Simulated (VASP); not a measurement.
Set up this calculation in VASP 6.6.1, as the native input.

```yaml
Task: single point
Functional: PBE
Potentials_or_basis: VASP PAW PBE potentials, release 64 (Pb_d, F)
Cutoff: 520 eV
k_mesh: 8 × 8 × 8
Occupations: gaussian, width 0.05 eV
Spin: no spin polarisation
Dipole_correction: no
Further_INCAR_settings: ALGO = Normal; EDIFF = 1e-07; NBANDS = 21
```

The structure of PbF2 lies in POSCAR:

```
PbF2
1.0
    0.0000000000      3.0143977500      3.0589455000
    3.0143977500      0.0000000000      3.0589455000
    3.0143977500      3.0143977500      0.0000000000
Pb F
1 2
Direct
    0.0000000000      0.0000000000      0.0000000000
    0.2500000000      0.2500000000      0.2500000000
    0.7500000000      0.7500000000      0.7500000000
```

This cell differs from its parent crystal: strain +0.015 along x and y, +0.030 along z.

The input as run:

INCAR

```
SYSTEM = PbF2
PREC = Accurate
ENCUT = 520
EDIFF = 1E-7
ISMEAR = 0
SIGMA = 0.05
LREAL = .False.
LASPH = .True.
NELM = 80
ALGO = Normal
ISIF = 2
LWAVE = .False.
LCHARG = .False.
GGA = PE
NBANDS = 21
```

KPOINTS

```
Automatic mesh
0
Gamma
  8 8 8
  0 0 0
```

Potentials or basis: VASP PAW PBE potentials, release 64 (Pb_d, F).

Launch:

```console
$ cat potpaw_PBE.64/Pb_d/POTCAR potpaw_PBE.64/F/POTCAR > POTCAR
$ mpirun -np 1 vasp_std > vasp.out
```

Results of the run:

The pressure is -2.0 GPa and the band gap on the k mesh is 4.39 eV, indirect (least direct gap 4.53 eV).

Caveat: the cell differs from its parent crystal (strain +0.015 along x and y, +0.030 along z); spin-orbit coupling is left out, which moves the levels of the heavy elements.

Wall time 20 s on 1 thread of Intel(R) Xeon(R) 6975P-C (Granite Rapids) (shared host), peak memory 0.21 GiB.
